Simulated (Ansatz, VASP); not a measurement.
**One calculation of Cd, two programs**

File INCAR:

```
PREC = Accurate
ENCUT = 520
EDIFF = 1E-7
ISMEAR = -1
SIGMA = 0.1
LREAL = F
LASPH = T
NELM = 100
ALGO = Normal
ISIF = 2
LWAVE = F
LCHARG = T
GGA = PE
LELF = T
LVHAR = T
NBANDS = 12
```

Contents of KPOINTS:

```
regular mesh
0
Gamma
  14 14 14
```

POSCAR

```
Cd
1.0
   -1.8475808342      1.8475808342      1.8475808342
    1.8475808342     -1.8475808342      1.8475808342
    1.8475808342      1.8475808342     -1.8475808342
Cd
1
Direct
    0.0000000000      0.0000000000      0.0000000000
```

Input for Ansatz:

```yaml
crystal:
  lattice:
    - [-1.8475808342, 1.8475808342, 1.8475808342]
    - [1.8475808342, -1.8475808342, 1.8475808342]
    - [1.8475808342, 1.8475808342, -1.8475808342]
  atoms:
    - { symbol: Cd, position: [0.0, 0.0, 0.0] }
hamiltonian:
  xc: pbe
  pseudopotentials:
    kind: paw
    azcp:
      Cd: "pseudopotentials/Cd.paw.azcp"
basis:
  ecutwfc: 420
  fft_grid_basis: typed
kpoints:
  mp_grid: { grid: [14, 14, 14], shift: [0, 0, 0] }
magnetization:
  spin_polarized: false
scf:
  occupations: { method: fermi_dirac, width: 0.1 }
  lower_state_search: "off"
output:
  stress: true
```

Alike in both runs: task single point; functional PBE; k mesh 14 × 14 × 14; occupations fermi-dirac, width 0.1 eV; no spin polarisation.

|  | VASP | Ansatz |
| --- | --- | --- |
| version | VASP 6.6.1 | Ansatz 0.2.0 |
| potentials or method | VASP PAW PBE potentials, release 64 (Cd), cutoff 520 eV | plane waves (420 eV) with PAW, scalar-relativistic |
| valence electrons in the cell | 12 | 20 |

VASP gave:

```
pressure (GPa) : -1.9
```

Q: What did Ansatz give for the same quantities?

A: Pressure (GPa): -2.1.

The functional is the same, so the differences come from potentials, cutoffs and numerics. VASP's potentials hold 12 valence electrons a cell and Ansatz's 20, so a difference there can come from the potentials and not from the codes.
